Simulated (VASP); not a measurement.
## GaN: single point with r2SCAN

The system is GaN.

```
Ga N
1.0
     3.18000    0.00000    0.00000
    -1.59000    2.75396    0.00000
     0.00000    0.00000    5.16600
Ga N
2 2
Direct
  0.67793 0.33774 0.49895
  0.34599 0.66972 0.01059
  0.67025 0.34254 0.87619
  0.33420 0.65293 0.37421
```

```json
{
  "Program": "VASP 6.6.1",
  "Task": "single point",
  "Functional": "r2SCAN",
  "Potentials or basis": "VASP PAW PBE potentials, release 64 (Ga_d, N)",
  "Cutoff": "520 eV",
  "k mesh": "7 × 7 × 4",
  "Occupations": "fermi-dirac, width 0.005 eV",
  "Spin": "no spin polarisation",
  "Dipole correction": "no",
  "Further INCAR settings": "ALGO = Normal; EDIFF = 1e-06; NBANDS = 26"
}
```

```
Pressure               : 2.7 GPa
Largest force          : 1.592 eV/Å
Band gap on the k mesh : 2.26 eV
```

Forces in eV/Å, atoms in the order of the input:
```
Ga  -0.094 -0.538  0.530
Ga  -0.463  0.181 -1.512
N    0.509 -0.271  0.232
N    0.047  0.628  0.751
```

Stress tensor (GPa, compression positive):
```
 3.08 -1.02 -0.93
-1.02 -1.26 -0.65
-0.93 -0.65  6.21
```

Levels at points of the mesh, in eV from the valence-band top:
| k point | band 15 | band 16 | band 17 | band 18 | band 19 | band 20 | band 21 | band 22 |
| --- | --- | --- | --- | --- | --- | --- | --- | --- |
| (0.00, 0.00, 0.00) | -1.11 | -0.21 | -0.07 | 0.00 | 2.26 | 4.80 | 9.83 | 10.50 |
| (0.00, 0.00, 0.50) | -0.97 | -0.76 | -0.52 | -0.35 | 4.55 | 4.82 | 9.00 | 9.36 |

Wall time 2.8 min on 1 thread of Intel(R) Xeon(R) Platinum 8488C (Sapphire Rapids) (shared host), peak memory 0.23 GiB.

Caveat: the PAW data sets were made with another functional, which shifts forces and pressure a little. r2SCAN opens gaps a little over a GGA but as a rule still falls short of measured ones.
